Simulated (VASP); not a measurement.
# Si2W (I4/mmm) in VASP: notebook

Si2W is run at these levels: LDA, PBEsol+U; tasks: single point, relaxation of cell and atoms.

Program: VASP 6.6.1. These are calculated values, not measurements. Logs are shortened: lines on timing, memory, paths and dates and some standing lists are left out, and cuts for length are marked.

## Step 1: The cell of the first run

The structure is tetragonal, space group I4/mmm (No. 139). Conventional cell: a = 3.170 Å, b = 3.170 Å, c = 7.724 Å, α = 90.00°, β = 90.00°, γ = 90.00°. W (site symmetry 4/mmm) has 10 Si at 2.58 to 2.59 Å and 4 W at 3.17 Å within 3.4 Å. Within 3.4 Å of Si (site symmetry 4mm) lie 9 Si at 2.55 to 3.17 Å and 5 W at 2.58 to 2.59 Å.

## Step 2: Single point, LDA (12.94 Å³/atom)

Input file INCAR:

```
SYSTEM = Si2W
  PREC = Accurate
  ENCUT = 520
  EDIFF = 1E-7
  ISMEAR = -1
  SIGMA = 0.05
  LREAL = .False.
  LASPH = .True.
  NELM = 60
  ALGO = Normal
  ISIF = 2
  LWAVE = .False.
  LCHARG = .False.
  GGA = CA
  NBANDS = 18
```

Input file KPOINTS:

```
regular mesh
0
Gamma
  12 12 12
  0 0 0
```

Input file POSCAR:

```
Si2W
1.0
   -1.5851824729      1.5851824729      3.8620387842
    1.5851824729     -1.5851824729      3.8620387842
    1.5851824729      1.5851824729     -3.8620387842
W Si
1 2
Direct
    0.0000000000      0.0000000000      0.0000000000
    0.6653000000      0.6653000000      0.0000000000
    0.3347000000      0.3347000000      0.0000000000
```

Potentials or basis: VASP PAW LDA potentials, release 64 (W_sv, Si).

On the command line:

```sh
> cat potpaw_LDA.64/W_sv/POTCAR potpaw_LDA.64/Si/POTCAR > POTCAR
> mpirun -np 1 vasp_std > vasp.out
```

OUTCAR:

```text
SYSTEM = Si2W
   PREC = Accurate
   ENCUT = 520
   EDIFF = 1E-7
   ISMEAR = -1
   LREAL = .False.
   LASPH = .True.
   NELM = 60
   ISIF = 2
   GGA = CA

 ion  position               nearest neighbor table
   1  0.000  0.000  0.000-   2 2.58   2 2.58   2 2.58   3 2.58   2 2.58   3 2.58   3 2.58   3 2.58
                             2 2.59   3 2.59
   2  0.665  0.665  0.000-   3 2.55   1 2.58   1 2.58   1 2.58   1 2.58   1 2.59   3 2.60   3 2.60
                             3 2.60   3 2.60
   3  0.335  0.335  0.000-   2 2.55   1 2.58   1 2.58   1 2.58   1 2.58   1 2.59   2 2.60   2 2.60
                             2 2.60   2 2.60

  LATTYP: Found a body centered tetragonal cell.
 ALAT       =     3.1703649458
 C/A-ratio  =     2.4363370465

  Lattice vectors:

 A1 = (  -1.5851824729,   1.5851824729,   3.8620387842)
 A2 = (   1.5851824729,  -1.5851824729,   3.8620387842)
 A3 = (   1.5851824729,   1.5851824729,  -3.8620387842)

Analysis of symmetry for initial positions (statically):
=====================================================================
 Subroutine PRICEL returns:
 Original cell was already a primitive cell.

 Routine SETGRP: Setting up the symmetry group for a
 body centered tetragonal supercell.

 Subroutine GETGRP returns: Found 16 space group operations
 (whereof 16 operations were pure point group operations)
 out of a pool of 16 trial point group operations.

The static configuration has the point symmetry D_4h.

Analysis of symmetry for dynamics (positions and initial velocities):
=====================================================================
 Subroutine PRICEL returns:
 Original cell was already a primitive cell.

 Routine SETGRP: Setting up the symmetry group for a
 body centered tetragonal supercell.

 Subroutine GETGRP returns: Found 16 space group operations
 (whereof 16 operations were pure point group operations)
 out of a pool of 16 trial point group operations.

The dynamic configuration has the point symmetry D_4h.

 Subroutine INISYM returns: Found 16 space group operations
 (whereof 16 operations are pure point group operations),
 and found     1 'primitive' translations

----------------------------------------------------------------------------------------

                                     Primitive cell

  volume of cell :      38.8182

  direct lattice vectors                    reciprocal lattice vectors
    -1.585182473  1.585182473  3.862038784     0.000000000  0.315421100  0.129465297
     1.585182473 -1.585182473  3.862038784     0.315421100  0.000000000  0.129465297
     1.585182473  1.585182473 -3.862038784     0.315421100  0.315421100  0.000000000

  length of vectors
     4.465529142  4.465529142  4.465529142     0.340957085  0.340957085  0.446072798

  position of ions in fractional coordinates (direct lattice)
     0.000000000  0.000000000  0.000000000
     0.665300000  0.665300000  0.000000000
     0.334700000  0.334700000  0.000000000

  ion indices of the primitive-cell ions
   primitive index   ion index
                 1           1
                 2           2
                 3           3

----------------------------------------------------------------------------------------

 KPOINTS: regular mesh

Automatic generation of k-mesh.
 Grid dimensions read from file:
 generate k-points for:   12   12   12

 Generating k-lattice:

  Cartesian coordinates                     Fractional coordinates (reciprocal lattice)
     0.000000000  0.026285092  0.010788775     0.083333333  0.000000000  0.000000000
     0.026285092  0.000000000  0.010788775     0.000000000  0.083333333  0.000000000
     0.026285092  0.026285092  0.000000000     0.000000000  0.000000000  0.083333333

  Length of vectors
     0.028413090  0.028413090  0.037172733

  Shift w.r.t. Gamma in fractional coordinates (k-lattice)
     0.000000000  0.000000000  0.000000000

 Subroutine IBZKPT returns following result:
 ===========================================

 Found    163 irreducible k-points:

 Following reciprocal coordinates:
            Coordinates               Weight
  0.000000  0.000000  0.000000      1.000000
  0.083333  0.000000 -0.000000      8.000000
  0.166667  0.000000 -0.000000      8.000000
  0.250000  0.000000 -0.000000      8.000000
  0.333333  0.000000  0.000000      8.000000
  0.416667  0.000000  0.000000      8.000000
[... 16 lines left out ...]
  0.500000  0.166667 -0.000000     16.000000
 -0.416667  0.166667  0.000000     16.000000
 [... further k-points ...]
   k-points           NKPTS =    163   k-points in BZ     NKDIM =    163   number of bands    NBANDS=     18
   number of dos      NEDOS =    301   number of ions     NIONS =      3
   total plane-waves  NPLWV =  46656
   dimension x,y,z NGX =    36 NGY =   36 NGZ =   36
   dimension x,y,z NGXF=    72 NGYF=   72 NGZF=   72
   ions per type =               1   2
   NGX,Y,Z   is equivalent  to a cutoff of  13.40, 13.40, 13.40 a.u.
   NGXF,Y,Z  is equivalent  to a cutoff of  26.80, 26.80, 26.80 a.u.
 SYSTEM =  Si2W
   PREC   = accura    normal or accurate (medium, high low for compatibility)
   ISTART =      0    job   : 0-new  1-cont  2-samecut
   ICHARG =      2    charge: 1-file 2-atom 10-const
   ISPIN  =      1    spin polarized calculation?
   LNONCOLLINEAR =      F non collinear calculations
   LSORBIT =      F    spin-orbit coupling
   LASPH  =      T    aspherical Exc in radial PAW
   ENCUT  =  520.0 eV  38.22 Ry    6.18 a.u.   8.30  8.30  8.30*2*pi/ulx,y,z
   NELM   =     60;   NELMIN=  2; NELMDL= -5     # of ELM steps
   EDIFF  = 0.1E-06   stopping-criterion for ELM
   LREAL  =      F    real-space projection
   EDIFFG = 0.1E-05   stopping-criterion for IOM
   NSW    =      0    number of steps for IOM
   IBRION =     -1    ionic relax: 0-MD 1-quasi-New 2-CG
   NFREE  =      0    steps in history (QN), initial steepest desc. (CG)
   ISIF   =      2    stress and relaxation
   ISYM   =      2    0-nonsym 1-usesym 2-fastsym
   POTIM  = 0.5000    time-step for ionic-motion
   TEBEG  =    0.0;   TEEND  =   0.0 temperature during run
   PSTRESS=    0.0 pullay stress
   NELECT =      22.0000    total number of electrons
   NUPDOWN=      -1.0000    fix difference up-down
   EMIN   =  10.00;   EMAX   =-10.00  energy-range for DOS
   EFERMI =   0.00;   METHOD = LEGACY
   ISMEAR =    -1;   SIGMA  =   0.05  broadening in eV -4-tet -1-fermi 0-gaus
   EFERMI_NEDOS =   21; number of points for ismear=-14 and -15
   IALGO  =     38    algorithm
   IMIX   =      4    mixing-type and parameters
     AMIX     =   0.40;   BMIX     =  1.00
     AMIX_MAG =   1.60;   BMIX_MAG =  1.00
  volume/ion in A,a.u.               =      12.94        87.32
  Fermi-wavevector in a.u.,A,eV,Ry     =   1.354786  2.560174 24.972744  1.835445
  Thomas-Fermi vector in A             =   2.481928
   LORBIT       =      0    0 simple, 1 ext, 2 COOP (PROOUT), +10 PAW based schemes
   GGA     = CA    functional components
   LHFCALC =     F    Hartree Fock is set to
   AEXX    =    0.0000 exact exchange contribution
   IVDW    =     0    specifies the selected vdW correction
   LEPSILON=     F    determine dielectric tensor
   LRPA    =     F    only Hartree local field effects (RPA)
 non-spin polarized calculation
  energy-cutoff  :      520.00
  volume of cell :       38.82
 maximum number of plane-waves:      1063
 NGX is ok and might be reduce to    36
   NGX = 17   NGY = 17   NGZ = 17

 number of electron      22.0000000 magnetization

 Free energy of the ion-electron system (eV)
  ---------------------------------------------------
  ext. energy  EPLUGINS =         0.00000000
  ---------------------------------------------------
  free energy    TOTEN  =       -27.34571580 eV

  energy without entropy =      -27.34387731  energy(sigma->0) =      -27.34479656

 E-fermi :  12.5059     XC(G=0): -12.8408

 val. band max:       12.4474691084   @ k =  -0.3333  -0.4167   0.3333
 cond. band min:      12.5353057475   @ k =  -0.4167  -0.4167   0.3333
 fundamental gap:      0.0878366391
 Fermi energy:        12.5058529300

 k-point     1 :       0.0000    0.0000    0.0000
  band No.  band energies     occupation
      1     -60.8321      2.00000
      2     -25.3965      2.00000
      3     -25.3523      2.00000
      4     -25.3523      2.00000
      5      -1.8483      2.00000
      6       5.4021      2.00000
[... 10 lines left out ...]
     17      18.4327      0.00000
     18      18.4327      0.00000

 k-point     2 :       0.0833    0.0000   -0.0000
  band No.  band energies     occupation
      1     -60.8314      2.00000
      2     -25.3952      2.00000
      3     -25.3701      2.00000
      4     -25.3507      2.00000
      5      -1.7103      2.00000
      6       5.4248      2.00000
[... 10 lines left out ...]
     17      18.4461      0.00000
     18      18.9030      0.00000

 k-point     3 :       0.1667    0.0000   -0.0000
  band No.  band energies     occupation
      1     -60.8296      2.00000
      2     -25.4187      2.00000
      3     -25.3916      2.00000
      4     -25.3462      2.00000
      5      -1.3039      2.00000
      6       5.4351      2.00000
[... 10 lines left out ...]
     17      18.7697      0.00000
     18      19.9449      0.00000

 k-point     4 :       0.2500    0.0000   -0.0000
  band No.  band energies     occupation
      1     -60.8271      2.00000
      2     -25.4842      2.00000
      3     -25.3866      2.00000
      4     -25.3402      2.00000
      5      -0.6510      2.00000
      6       5.2034      2.00000
[... 375 lines left out ...]
      4     -25.3725      2.00000
      5       1.8903      2.00000
      6       3.4414      2.00000
[... 10 lines left out ...]
     17      20.0193      0.00000
     18      21.4664      0.00000

 k-point    23 :       0.5000    0.1667   -0.0000
  band No.  band energies     occupation
      1     -60.8199      2.00000
      2     -25.6035      2.00000
      3     -25.3907      2.00000
      4     -25.3698      2.00000
      5       2.3873      2.00000
      6       2.9452      2.00000
[... 10 lines left out ...]
     17      20.0982      0.00000
     18      21.5269      0.00000

 k-point    24 :      -0.4167    0.1667    0.0000
  band No.  band energies     occupation
      1     -60.8206      2.00000
      2     -25.5866      2.00000
      3     -25.3925      2.00000
      4     -25.3701      2.00000
      5       1.3309      2.00000
      6       4.0239      2.00000
[... 10 lines left out ...]
     17      19.8081      0.00000
     18      21.1891      0.00000

 [... further k-points ...]

------------------------ aborting loop because EDIFF is reached ----------------------------------------

  FORCE on cell =-STRESS in cart. coord.  units (eV):
  Direction    XX          YY          ZZ          XY          YZ          ZX
  --------------------------------------------------------------------------------------
  -------------------------------------------------------------------------------------
  Total        1.0595090      1.0595090      1.3854268      0.0000000      0.0000000      0.0000000
  in kB       43.7300598     43.7300598     57.1819571      0.0000000      0.0000000      0.0000000
  external PRESSURE =      48.2140256 kB  Pullay stress =       0.0000000 kB

 VOLUME and BASIS-vectors are now :
 -----------------------------------------------------------------------------
  energy-cutoff  :      520.00
  volume of cell :       38.82
      direct lattice vectors                 reciprocal lattice vectors
    -1.585182473  1.585182473  3.862038784     0.000000000  0.315421100  0.129465297
     1.585182473 -1.585182473  3.862038784     0.315421100  0.000000000  0.129465297
     1.585182473  1.585182473 -3.862038784     0.315421100  0.315421100  0.000000000

 POSITION                                       TOTAL-FORCE (eV/Angst)
 -----------------------------------------------------------------------------------
      0.00000      0.00000      0.00000         0.000000      0.000000     -0.000000
      0.00000      0.00000      5.13883        -0.000000     -0.000000      0.073300
      0.00000      0.00000      2.58525         0.000000      0.000000     -0.073300
 -----------------------------------------------------------------------------------
    total drift:                               -0.000000     -0.000000      0.000000

  FREE ENERGIE OF THE ION-ELECTRON SYSTEM (eV)
  ---------------------------------------------------
  free  energy   TOTEN  =       -27.3457158049 eV

  energy  without entropy=      -27.3438773060  energy(sigma->0) =      -27.34479656
```

Wall time 4.2 min (1 thread of AMD EPYC 7R43 (Zen 3), shared host); peak memory 0.2 GiB.

Results:

| Property | Result |
| --- | --- |
| Free energy | -27.3457 eV |
| Pressure | 4.8 GPa |
| Largest force | 0.073 eV/Å |
| Band gap on the k mesh | zero (bands 11 and 12 overlap by 1.36 eV) |

Forces on the atoms (eV/Å):
```
W    0.000  0.000  0.000
Si   0.000  0.000  0.073
Si   0.000  0.000 -0.073
```

Stress tensor (GPa, compression positive):
```
4.37 0.00 0.00
0.00 4.37 0.00
0.00 0.00 5.72
```

Caveat: the cell stands under pressure; spin-orbit coupling is left out, which moves the levels of the heavy elements.

(Part 1 of 2 ends here.)
